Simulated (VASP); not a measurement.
# ScIr3C (Pm-3m) in VASP: single point with PBE

Aim: the single point of ScIr3C with PBE.

Everything below comes from runs of VASP 6.6.1. Logs are shortened: lines on timing, memory, paths and dates and some standing lists are left out, and cuts for length are marked.

## Step 1: The cell of the first run

The structure is cubic, space group Pm-3m (No. 221). Conventional cell: a = 4.557 Å, b = 4.557 Å, c = 4.557 Å, α = 90.00°, β = 90.00°, γ = 90.00°. Sc (site symmetry m-3m) has 6 Ir at 2.28 Å within 3.0 Å. Within 3.0 Å of Ir (site symmetry 4/mmm) lie 2 Sc at 2.28 Å. Within 4.2 Å of C (site symmetry m-3m) lie 12 Ir at 3.22 Å and 8 Sc at 3.95 Å.

## Step 2: Single point, PBE

Input file INCAR:

```
SYSTEM = ScIr3C
PREC = Accurate
ENCUT = 700
EDIFF = 1E-6
ISMEAR = 1
SIGMA = 0.05
LREAL = .False.
LASPH = .True.
NELM = 120
ALGO = Normal
ISIF = 2
LWAVE = .False.
LCHARG = .True.
GGA = PE
LELF = .True.
LVHAR = .True.
NBANDS = 41
GGA_COMPAT = .False.
```

Input file KPOINTS:

```
Automatic mesh
0
Gamma
  5 5 5
  0 0 0
```

Input file POSCAR:

```
ScIr3C
1.0
    4.5567109229      0.0000000000      0.0000000000
    0.0000000000      4.5567109229      0.0000000000
    0.0000000000      0.0000000000      4.5567109229
Sc Ir C
1 3 1
Direct
    0.0000000000      0.0000000000      0.0000000000
    0.5000000000      0.0000000000      0.0000000000
    0.0000000000      0.5000000000      0.0000000000
    0.0000000000      0.0000000000      0.5000000000
    0.5000000000      0.5000000000      0.5000000000
```

Potentials or basis: VASP PAW PBE potentials, release 64 (Sc_sv, Ir_sv_GW, C).

Launch:

```
$ cat potpaw_PBE.64/Sc_sv/POTCAR potpaw_PBE.64/Ir_sv_GW/POTCAR potpaw_PBE.64/C/POTCAR > POTCAR
$ mpirun -np 1 vasp_std > vasp.out
```

OUTCAR:

```text
SYSTEM = ScIr3C
   PREC = Accurate
   ENCUT = 700
   EDIFF = 1E-6
   ISMEAR = 1
   LREAL = .False.
   LASPH = .True.
   NELM = 120
   ISIF = 2
   GGA = PE

 ion  position               nearest neighbor table
   1  0.000  0.000  0.000-   2 2.28   3 2.28   4 2.28   4 2.28   3 2.28   2 2.28
   2  0.500  0.000  0.000-   1 2.28   1 2.28   4 3.22   4 3.22   3 3.22   3 3.22   3 3.22   4 3.22
                             4 3.22   3 3.22
   3  0.000  0.500  0.000-   1 2.28   1 2.28   4 3.22   4 3.22   2 3.22   2 3.22   4 3.22   4 3.22
                             2 3.22   2 3.22
   4  0.000  0.000  0.500-   1 2.28   1 2.28   3 3.22   2 3.22   2 3.22   3 3.22   3 3.22   3 3.22
                             2 3.22   2 3.22
   5  0.500  0.500  0.500-

  LATTYP: Found a simple cubic cell.
 ALAT       =     4.5567109229

  Lattice vectors:

 A1 = (   4.5567109229,   0.0000000000,   0.0000000000)
 A2 = (   0.0000000000,   4.5567109229,   0.0000000000)
 A3 = (   0.0000000000,   0.0000000000,   4.5567109229)

Analysis of symmetry for initial positions (statically):
=====================================================================
 Subroutine PRICEL returns:
 Original cell was already a primitive cell.

 Routine SETGRP: Setting up the symmetry group for a
 simple cubic supercell.

 Subroutine GETGRP returns: Found 48 space group operations
 (whereof 48 operations were pure point group operations)
 out of a pool of 48 trial point group operations.

The static configuration has the point symmetry O_h .

Analysis of symmetry for dynamics (positions and initial velocities):
=====================================================================
 Subroutine PRICEL returns:
 Original cell was already a primitive cell.

 Routine SETGRP: Setting up the symmetry group for a
 simple cubic supercell.

 Subroutine GETGRP returns: Found 48 space group operations
 (whereof 48 operations were pure point group operations)
 out of a pool of 48 trial point group operations.

The dynamic configuration has the point symmetry O_h .

 Subroutine INISYM returns: Found 48 space group operations
 (whereof 48 operations are pure point group operations),
 and found     1 'primitive' translations

----------------------------------------------------------------------------------------

                                     Primitive cell

  volume of cell :      94.6138

  direct lattice vectors                    reciprocal lattice vectors
     4.556710923  0.000000000  0.000000000     0.219456537  0.000000000  0.000000000
     0.000000000  4.556710923  0.000000000     0.000000000  0.219456537  0.000000000
     0.000000000  0.000000000  4.556710923     0.000000000  0.000000000  0.219456537

  length of vectors
     4.556710923  4.556710923  4.556710923     0.219456537  0.219456537  0.219456537

  position of ions in fractional coordinates (direct lattice)
     0.000000000  0.000000000  0.000000000
     0.500000000  0.000000000  0.000000000
     0.000000000  0.500000000  0.000000000
     0.000000000  0.000000000  0.500000000
     0.500000000  0.500000000  0.500000000

  ion indices of the primitive-cell ions
   primitive index   ion index
                 1           1
                 2           2
                 3           3
                 4           4
                 5           5

----------------------------------------------------------------------------------------

 KPOINTS: Automatic mesh

Automatic generation of k-mesh.
 Grid dimensions read from file:
 generate k-points for:    5    5    5

 Generating k-lattice:

  Cartesian coordinates                     Fractional coordinates (reciprocal lattice)
     0.043891307  0.000000000  0.000000000     0.200000000  0.000000000  0.000000000
     0.000000000  0.043891307  0.000000000     0.000000000  0.200000000  0.000000000
     0.000000000  0.000000000  0.043891307     0.000000000  0.000000000  0.200000000

  Length of vectors
     0.043891307  0.043891307  0.043891307

  Shift w.r.t. Gamma in fractional coordinates (k-lattice)
     0.000000000  0.000000000  0.000000000

 Subroutine IBZKPT returns following result:
 ===========================================

 Found     10 irreducible k-points:

 Following reciprocal coordinates:
            Coordinates               Weight
  0.000000  0.000000  0.000000      1.000000
  0.200000  0.000000  0.000000      6.000000
  0.400000  0.000000  0.000000      6.000000
  0.200000  0.200000  0.000000     12.000000
  0.400000  0.200000  0.000000     24.000000
  0.400000  0.400000  0.000000     12.000000
  0.200000  0.200000  0.200000      8.000000
  0.400000  0.200000  0.200000     24.000000
  0.400000  0.400000  0.200000     24.000000
  0.400000  0.400000  0.400000      8.000000
   k-points           NKPTS =     10   k-points in BZ     NKDIM =     10   number of bands    NBANDS=     41
   number of dos      NEDOS =    301   number of ions     NIONS =      5
   total plane-waves  NPLWV =  64000
   dimension x,y,z NGX =    40 NGY =   40 NGZ =   40
   dimension x,y,z NGXF=    80 NGYF=   80 NGZF=   80
   ions per type =               1   3   1
   NGX,Y,Z   is equivalent  to a cutoff of  14.59, 14.59, 14.59 a.u.
   NGXF,Y,Z  is equivalent  to a cutoff of  29.19, 29.19, 29.19 a.u.
 SYSTEM =  ScIr3C
   PREC   = accura    normal or accurate (medium, high low for compatibility)
   ISTART =      0    job   : 0-new  1-cont  2-samecut
   ICHARG =      2    charge: 1-file 2-atom 10-const
   ISPIN  =      1    spin polarized calculation?
   LNONCOLLINEAR =      F non collinear calculations
   LSORBIT =      F    spin-orbit coupling
   LASPH  =      T    aspherical Exc in radial PAW
   ENCUT  =  700.0 eV  51.45 Ry    7.17 a.u.   9.83  9.83  9.83*2*pi/ulx,y,z
   NELM   =    120;   NELMIN=  2; NELMDL= -5     # of ELM steps
   EDIFF  = 0.1E-05   stopping-criterion for ELM
   LREAL  =      F    real-space projection
   EDIFFG = 0.1E-04   stopping-criterion for IOM
   NSW    =      0    number of steps for IOM
   IBRION =     -1    ionic relax: 0-MD 1-quasi-New 2-CG
   NFREE  =      0    steps in history (QN), initial steepest desc. (CG)
   ISIF   =      2    stress and relaxation
   ISYM   =      2    0-nonsym 1-usesym 2-fastsym
   POTIM  = 0.5000    time-step for ionic-motion
   TEBEG  =    0.0;   TEEND  =   0.0 temperature during run
   PSTRESS=    0.0 pullay stress
   NELECT =      66.0000    total number of electrons
   NUPDOWN=      -1.0000    fix difference up-down
   EMIN   =  10.00;   EMAX   =-10.00  energy-range for DOS
   EFERMI =   0.00;   METHOD = LEGACY
   ISMEAR =     1;   SIGMA  =   0.05  broadening in eV -4-tet -1-fermi 0-gaus
   EFERMI_NEDOS =   21; number of points for ismear=-14 and -15
   IALGO  =     38    algorithm
   IMIX   =      4    mixing-type and parameters
     AMIX     =   0.40;   BMIX     =  1.00
     AMIX_MAG =   1.60;   BMIX_MAG =  1.00
  volume/ion in A,a.u.               =      18.92       127.70
  Fermi-wavevector in a.u.,A,eV,Ry     =   1.451904  2.743701 28.681437  2.108026
  Thomas-Fermi vector in A             =   2.569348
   LORBIT       =      0    0 simple, 1 ext, 2 COOP (PROOUT), +10 PAW based schemes
   GGA     = PE    functional components
   LHFCALC =     F    Hartree Fock is set to
   AEXX    =    0.0000 exact exchange contribution
   IVDW    =     0    specifies the selected vdW correction
   LEPSILON=     F    determine dielectric tensor
   LRPA    =     F    only Hartree local field effects (RPA)
 non-spin polarized calculation
 Methfessel and Paxton  Order N= 1 SIGMA  =   0.05
  energy-cutoff  :      700.00
  volume of cell :       94.61
 maximum number of plane-waves:      4004
 NGX is ok and might be reduce to    40
   NGX = 19   NGY = 19   NGZ = 19

 number of electron      66.0000001 magnetization

 Free energy of the ion-electron system (eV)
  ---------------------------------------------------
  ext. energy  EPLUGINS =         0.00000000
  ---------------------------------------------------
  free energy    TOTEN  =       -28.73729929 eV

  energy without entropy =      -28.74025888  energy(sigma->0) =      -28.73828582

 E-fermi :   5.0024     XC(G=0): -11.3215

 val. band max:        4.9912378251   @ k =   0.2000   0.2000   0.0000
 cond. band min:       5.1285998065   @ k =   0.4000   0.2000   0.2000
 fundamental gap:      0.1373619815
 Fermi energy:         5.0024147626

 k-point     1 :       0.0000    0.0000    0.0000
  band No.  band energies     occupation
      1     -86.2580      2.00000
      2     -86.2515      2.00000
      3     -86.2515      2.00000
      4     -43.4285      2.00000
      5     -43.4285      2.00000
      6     -43.4285      2.00000
[... 33 lines left out ...]
     40       9.7370      0.00000
     41       9.7370      0.00000

 k-point     2 :       0.2000    0.0000    0.0000
  band No.  band energies     occupation
      1     -86.2574      2.00000
      2     -86.2520      2.00000
      3     -86.2515      2.00000
      4     -43.5196      2.00000
      5     -43.4276      2.00000
      6     -43.4276      2.00000
[... 33 lines left out ...]
     40       9.8228      0.00000
     41      10.0539      0.00000

 k-point     3 :       0.4000    0.0000    0.0000
  band No.  band energies     occupation
      1     -86.2562      2.00000
      2     -86.2531      2.00000
      3     -86.2516      2.00000
      4     -43.6451      2.00000
      5     -43.4261      2.00000
      6     -43.4261      2.00000
[... 33 lines left out ...]
     40      10.1226      0.00000
     41      10.1226      0.00000

 k-point     4 :       0.2000    0.2000    0.0000
  band No.  band energies     occupation
      1     -86.2569      2.00000
      2     -86.2522      2.00000
      3     -86.2518      2.00000
      4     -43.6170      2.00000
      5     -43.4267      2.00000
      6     -43.4069      2.00000
[... 209 lines left out ...]
     40       9.3140      0.00000
     41       9.3655      0.00000

 k-point     9 :       0.4000    0.4000    0.2000
  band No.  band energies     occupation
      1     -86.2544      2.00000
      2     -86.2532      2.00000
      3     -86.2528      2.00000
      4     -43.9254      2.00000
      5     -43.3991      2.00000
      6     -43.3728      2.00000
[... 33 lines left out ...]
     40       8.7744      0.00000
     41       8.8501      0.00000

 k-point    10 :       0.4000    0.4000    0.4000
  band No.  band energies     occupation
      1     -86.2538      2.00000
      2     -86.2532      2.00000
      3     -86.2532      2.00000
      4     -44.0259      2.00000
      5     -43.3726      2.00000
      6     -43.3726      2.00000
[... 33 lines left out ...]
     40       7.8126      0.00000
     41       7.8126      0.00000

------------------------ aborting loop because EDIFF is reached ----------------------------------------

  FORCE on cell =-STRESS in cart. coord.  units (eV):
  Direction    XX          YY          ZZ          XY          YZ          ZX
  --------------------------------------------------------------------------------------
  -------------------------------------------------------------------------------------
  Total        4.8105942      4.8105942      4.8105942     -0.0000000     -0.0000000      0.0000000
  in kB       81.4619633     81.4619633     81.4619633     -0.0000000     -0.0000000      0.0000000
  external PRESSURE =      81.4619633 kB  Pullay stress =       0.0000000 kB

 VOLUME and BASIS-vectors are now :
 -----------------------------------------------------------------------------
  energy-cutoff  :      700.00
  volume of cell :       94.61
      direct lattice vectors                 reciprocal lattice vectors
     4.556710923  0.000000000  0.000000000     0.219456537  0.000000000  0.000000000
     0.000000000  4.556710923  0.000000000     0.000000000  0.219456537  0.000000000
     0.000000000  0.000000000  4.556710923     0.000000000  0.000000000  0.219456537

 POSITION                                       TOTAL-FORCE (eV/Angst)
 -----------------------------------------------------------------------------------
      0.00000      0.00000      0.00000         0.000000      0.000000      0.000000
      2.27836      0.00000      0.00000         0.000000      0.000000      0.000000
      0.00000      2.27836      0.00000         0.000000      0.000000      0.000000
      0.00000      0.00000      2.27836         0.000000      0.000000      0.000000
      2.27836      2.27836      2.27836         0.000000      0.000000      0.000000
 -----------------------------------------------------------------------------------
    total drift:                                0.000000      0.000000     -0.000000

  FREE ENERGIE OF THE ION-ELECTRON SYSTEM (eV)
  ---------------------------------------------------
  free  energy   TOTEN  =       -28.7372992850 eV

  energy  without entropy=      -28.7402588805  energy(sigma->0) =      -28.73828582
```

It took 78 s on 1 thread of Intel Xeon Platinum 8488C (Sapphire Rapids), shared host; peak memory 0.27 GiB.

Results:

| Item | Value |
| --- | --- |
| Free energy | -28.7373 eV |
| Pressure | 8.1 GPa |
| Band gap on the k mesh | zero (bands 33 and 34 overlap by 0.45 eV) |

Caveat: the cell stands under pressure; spin-orbit coupling is left out, which moves the levels of the heavy elements.

The gap in the log of VASP goes by the Fermi energy; the results here count the filled bands.